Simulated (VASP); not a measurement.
# LaO6 (Pm-3m) in VASP: notebook

LaO6 is run at these levels: PBE; tasks: single point.

Everything below comes from runs of VASP 6.6.1. Logs are shortened: lines on timing, memory, paths and dates and some standing lists are left out, and cuts for length are marked.

## (1) The cell of the first run

It takes space group Pm-3m (No. 221, cubic). The conventional cell has a = 4.693 Å, b = 4.693 Å, c = 4.693 Å, α = 90.00°, β = 90.00°, γ = 90.00°. La (site symmetry m-3m) has 24 O at 3.38 Å within 4.4 Å. O (site symmetry 4mm) has 1 O at 1.32 Å within 1.8 Å.

## (2) Single point, PBE

The input, INCAR:

```
SYSTEM = LaO6
ALGO = Normal
EDIFF = 1E-7
ENCUT = 520
GGA = PE
ISIF = 2
ISMEAR = 0
LASPH = .True.
LCHARG = .True.
LELF = .True.
LREAL = .False.
LVHAR = .True.
LWAVE = .False.
NBANDS = 32
NELM = 100
PREC = Accurate
SIGMA = 0.1
```

The input, KPOINTS:

```
k-points
0
Gamma
  8 8 8
  0 0 0
```

The input, POSCAR:

```
LaO6
1.0
    4.6930219053      0.0000000000      0.0000000000
    0.0000000000      4.6930219053      0.0000000000
    0.0000000000      0.0000000000      4.6930219053
La O
1 6
Direct
    0.0000000000      0.0000000000      0.0000000000
    0.8595631389      0.5000000000      0.5000000000
    0.1404368611      0.5000000000      0.5000000000
    0.5000000000      0.5000000000      0.8595631389
    0.5000000000      0.5000000000      0.1404368611
    0.5000000000      0.1404368611      0.5000000000
    0.5000000000      0.8595631389      0.5000000000
```

Potentials or basis: VASP PAW PBE potentials, release 64 (La, O).

Run with:

```sh
cat potpaw_PBE.64/La/POTCAR potpaw_PBE.64/O/POTCAR > POTCAR
mpirun -np 1 vasp_std > vasp.out
```

OUTCAR:

```text
SYSTEM = LaO6
   EDIFF = 1E-7
   ENCUT = 520
   GGA = PE
   ISIF = 2
   ISMEAR = 0
   LASPH = .True.
   LREAL = .False.
   NELM = 100
   PREC = Accurate

 ion  position               nearest neighbor table
   1  0.000  0.000  0.000-
   2  0.860  0.500  0.500-   3 1.32
   3  0.140  0.500  0.500-   2 1.32
   4  0.500  0.500  0.860-   5 1.32
   5  0.500  0.500  0.140-   4 1.32
   6  0.500  0.140  0.500-   7 1.32
   7  0.500  0.860  0.500-   6 1.32

  LATTYP: Found a simple cubic cell.
 ALAT       =     4.6930219053

  Lattice vectors:

 A1 = (   4.6930219053,   0.0000000000,   0.0000000000)
 A2 = (   0.0000000000,   4.6930219053,   0.0000000000)
 A3 = (   0.0000000000,   0.0000000000,   4.6930219053)

Analysis of symmetry for initial positions (statically):
=====================================================================
 Subroutine PRICEL returns:
 Original cell was already a primitive cell.

 Routine SETGRP: Setting up the symmetry group for a
 simple cubic supercell.

 Subroutine GETGRP returns: Found 48 space group operations
 (whereof 48 operations were pure point group operations)
 out of a pool of 48 trial point group operations.

The static configuration has the point symmetry O_h .

Analysis of symmetry for dynamics (positions and initial velocities):
=====================================================================
 Subroutine PRICEL returns:
 Original cell was already a primitive cell.

 Routine SETGRP: Setting up the symmetry group for a
 simple cubic supercell.

 Subroutine GETGRP returns: Found 48 space group operations
 (whereof 48 operations were pure point group operations)
 out of a pool of 48 trial point group operations.

The dynamic configuration has the point symmetry O_h .

 Subroutine INISYM returns: Found 48 space group operations
 (whereof 48 operations are pure point group operations),
 and found     1 'primitive' translations

----------------------------------------------------------------------------------------

                                     Primitive cell

  volume of cell :     103.3612

  direct lattice vectors                    reciprocal lattice vectors
     4.693021905  0.000000000  0.000000000     0.213082321  0.000000000  0.000000000
[... 97 lines left out ...]
   LREAL  =      F    real-space projection
   EDIFFG = 0.1E-05   stopping-criterion for IOM
   NSW    =      0    number of steps for IOM
   IBRION =     -1    ionic relax: 0-MD 1-quasi-New 2-CG
   NFREE  =      0    steps in history (QN), initial steepest desc. (CG)
   ISIF   =      2    stress and relaxation
   ISYM   =      2    0-nonsym 1-usesym 2-fastsym
   POTIM  = 0.5000    time-step for ionic-motion
   TEBEG  =    0.0;   TEEND  =   0.0 temperature during run
   PSTRESS=    0.0 pullay stress
   NELECT =      47.0000    total number of electrons
   NUPDOWN=      -1.0000    fix difference up-down
   EMIN   =  10.00;   EMAX   =-10.00  energy-range for DOS
   EFERMI =   0.00;   METHOD = LEGACY
   ISMEAR =     0;   SIGMA  =   0.10  broadening in eV -4-tet -1-fermi 0-gaus
   EFERMI_NEDOS =   21; number of points for ismear=-14 and -15
   IALGO  =     38    algorithm
   IMIX   =      4    mixing-type and parameters
     AMIX     =   0.40;   BMIX     =  1.00
     AMIX_MAG =   1.60;   BMIX_MAG =  1.00
  volume/ion in A,a.u.               =      14.77        99.65
  Fermi-wavevector in a.u.,A,eV,Ry     =   1.258891  2.378959 21.562609  1.584807
  Thomas-Fermi vector in A             =   2.392478
   LORBIT       =      0    0 simple, 1 ext, 2 COOP (PROOUT), +10 PAW based schemes
   GGA     = PE    functional components
   LHFCALC =     F    Hartree Fock is set to
   AEXX    =    0.0000 exact exchange contribution
   IVDW    =     0    specifies the selected vdW correction
   LEPSILON=     F    determine dielectric tensor
   LRPA    =     F    only Hartree local field effects (RPA)
 non-spin polarized calculation
 Gauss-broadening in eV      SIGMA  =   0.10
  energy-cutoff  :      520.00
  volume of cell :      103.36
 maximum number of plane-waves:      2809
 NGX is ok and might be reduce to    36
   NGX = 17   NGY = 17   NGZ = 17

 number of electron      47.0000012 magnetization

 Free energy of the ion-electron system (eV)
  ---------------------------------------------------
  ext. energy  EPLUGINS =         0.00000000
  ---------------------------------------------------
  free energy    TOTEN  =       -34.75295042 eV

  energy without entropy =      -34.71865664  energy(sigma->0) =      -34.73580353

 E-fermi :   4.7930     XC(G=0):  -9.3321

 val. band max:        4.7768206671   @ k =   0.3750   0.1250   0.1250
 cond. band min:       4.7974534864   @ k =   0.3750   0.2500   0.0000
 fundamental gap:      0.0206328194
 Fermi energy:         4.7929834571

 k-point     1 :       0.0000    0.0000    0.0000
  band No.  band energies     occupation
      1     -30.2368      2.00000
      2     -20.0766      2.00000
      3     -19.5248      2.00000
      4     -19.5248      2.00000
      5     -13.8573      2.00000
      6     -13.8573      2.00000
[... 829 lines left out ...]
     31       5.1321      0.00000
     32       5.1727      0.00000

 [... further k-points ...]

------------------------ aborting loop because EDIFF is reached ----------------------------------------

  FORCE on cell =-STRESS in cart. coord.  units (eV):
  Direction    XX          YY          ZZ          XY          YZ          ZX
  --------------------------------------------------------------------------------------
  -------------------------------------------------------------------------------------
  Total        0.4932266      0.4932266      0.4932266     -0.0000000     -0.0000000      0.0000000
  in kB        7.6453843      7.6453843      7.6453843     -0.0000000     -0.0000000      0.0000000
  external PRESSURE =       7.6453843 kB  Pullay stress =       0.0000000 kB

 VOLUME and BASIS-vectors are now :
 -----------------------------------------------------------------------------
  energy-cutoff  :      520.00
  volume of cell :      103.36
      direct lattice vectors                 reciprocal lattice vectors
     4.693021905  0.000000000  0.000000000     0.213082321  0.000000000  0.000000000
     0.000000000  4.693021905  0.000000000     0.000000000  0.213082321  0.000000000
     0.000000000  0.000000000  4.693021905     0.000000000  0.000000000  0.213082321

 POSITION                                       TOTAL-FORCE (eV/Angst)
 -----------------------------------------------------------------------------------
      0.00000      0.00000      0.00000         0.000000     -0.000000      0.000000
      4.03395      2.34651      2.34651        -0.507846     -0.000000      0.000000
      0.65907      2.34651      2.34651         0.507846     -0.000000     -0.000000
      2.34651      2.34651      4.03395        -0.000000     -0.000000     -0.507846
      2.34651      2.34651      0.65907         0.000000     -0.000000      0.507846
      2.34651      0.65907      2.34651        -0.000000      0.507846      0.000000
      2.34651      4.03395      2.34651         0.000000     -0.507846     -0.000000
 -----------------------------------------------------------------------------------
    total drift:                                0.000000      0.000000      0.000000

  FREE ENERGIE OF THE ION-ELECTRON SYSTEM (eV)
  ---------------------------------------------------
  free  energy   TOTEN  =       -34.7529504171 eV

  energy  without entropy=      -34.7186566419  energy(sigma->0) =      -34.73580353
```

OSZICAR:

```text
N       E                     dE             d eps       ncg     rms          rms(c)
[... 33 lines left out ...]
DAV:  34    -0.347531986176E+02    0.29462E-03   -0.32807E-05  4144   0.600E-02    0.190E-01
DAV:  35    -0.347530534966E+02    0.14512E-03   -0.21003E-05  4176   0.487E-02    0.121E-01
DAV:  36    -0.347529905607E+02    0.62936E-04   -0.10230E-05  3928   0.341E-02    0.740E-02
DAV:  37    -0.347529610682E+02    0.29493E-04   -0.64568E-06  4128   0.272E-02    0.377E-02
DAV:  38    -0.347529547314E+02    0.63368E-05   -0.17394E-06  3616   0.128E-02    0.236E-02
DAV:  39    -0.347529502764E+02    0.44549E-05   -0.25501E-06  3408   0.173E-02    0.189E-03
DAV:  40    -0.347529504452E+02   -0.16877E-06   -0.50233E-07  3048   0.620E-03    0.455E-03
DAV:  41    -0.347529504171E+02    0.28129E-07   -0.76733E-08  1944   0.241E-03
   1 F= -.34752950E+02 E0= -.34735804E+02  d E =-.342938E-01
```

stdout:

```text
POSCAR found type information on POSCAR LaO
 POSCAR found :  2 types and       7 ions
 scaLAPACK will be used
 LDA part: xc-table for (Slater+PW92), standard interpolation
 POSCAR, INCAR and KPOINTS ok, starting setup
 FFT: planning ... GRIDC
 FFT: planning ... GRID_SOFT
 FFT: planning ... GRID
 WAVECAR not read
 entering main loop
```

Run time: 2.1 min. Hardware: 1 thread of Intel Xeon 6975P-C (Granite Rapids), shared host; peak memory 0.26 GiB.

Results:

```
Free energy   : -34.7530 eV
Pressure      : 0.8 GPa
Largest force : 0.508 eV/Å
```

Forces on the atoms (eV/Å):
```
La   0.000  0.000  0.000
O   -0.508  0.000  0.000
O    0.508  0.000  0.000
O    0.000  0.000 -0.508
O    0.000  0.000  0.508
O    0.000  0.508  0.000
O    0.000 -0.508  0.000
```

Levels at points of the mesh, in eV from the Fermi level:
```
           k point  band 20  band 21  band 22  band 23  band 24  band 25  band 26  band 27  band 28  band 29
(0.00, 0.00, 0.00)    -2.19    -2.19    -2.19    -0.14    -0.14     0.29     0.32     0.32     0.32     0.35
(0.50, 0.00, 0.00)    -2.10    -0.63    -0.63    -0.40    -0.40     0.20     0.27     0.33     0.33     0.37
(0.50, 0.50, 0.00)    -1.11    -0.49    -0.49    -0.41    -0.41    -0.13     0.29     0.29     0.32     0.32
(0.50, 0.50, 0.50)    -0.99    -0.99    -0.99    -0.17    -0.17    -0.17     0.24     0.24     0.24     0.29
```

Caveat: spin-orbit coupling is left out, which moves the levels of the heavy elements; an odd number of electrons without spin polarisation forces a metal; a magnetic or distorted state may lie lower.

## (3) Single point, PBE

The input, INCAR:

```
  PREC = Accurate
  ENCUT = 520
  EDIFF = 1E-6
  ISMEAR = 0
  SIGMA = 0.1
  LREAL = False
  LASPH = True
  NELM = 100
  ALGO = Normal
  ISIF = 2
  LWAVE = False
  LCHARG = False
  GGA = PE
  NBANDS = 32
```

The input, KPOINTS:

```
regular mesh
0
Gamma
  8 8 8
```

POSCAR is that of step 2.

Potentials or basis: VASP PAW PBE potentials, release 64 (La, O).

Run with:

```sh
cat potpaw_PBE.64/La/POTCAR potpaw_PBE.64/O/POTCAR > POTCAR
mpirun -np 1 vasp_std > vasp.out
```

Run time: 1.9 min. Hardware: 1 thread of Intel Xeon 6975P-C (Granite Rapids), shared host; peak memory 0.27 GiB.

Results (log left out):

```yaml
Free_energy: -34.7530 eV
Pressure: 0.8 GPa
Largest_force: 0.506 eV/Å
```

Forces in eV/Å, atoms in the order of the input:
```
La   0.000  0.000  0.000
O   -0.506  0.000  0.000
O    0.506  0.000  0.000
O    0.000  0.000 -0.506
O    0.000  0.000  0.506
O    0.000  0.506  0.000
O    0.000 -0.506  0.000
```

Levels at points of the mesh, in eV from the Fermi level:
| k point | band 22 | band 23 | band 24 | band 25 | band 26 | band 27 |
| --- | --- | --- | --- | --- | --- | --- |
| (0.00, 0.00, 0.00) | -2.19 | -0.14 | -0.14 | 0.29 | 0.32 | 0.32 |
| (0.50, 0.00, 0.00) | -0.63 | -0.40 | -0.40 | 0.20 | 0.27 | 0.33 |
| (0.50, 0.50, 0.00) | -0.49 | -0.41 | -0.41 | -0.13 | 0.29 | 0.29 |
| (0.50, 0.50, 0.50) | -0.99 | -0.17 | -0.17 | -0.17 | 0.24 | 0.24 |

Caveat: spin-orbit coupling is left out, which moves the levels of the heavy elements; an odd number of electrons without spin polarisation forces a metal; a magnetic or distorted state may lie lower.
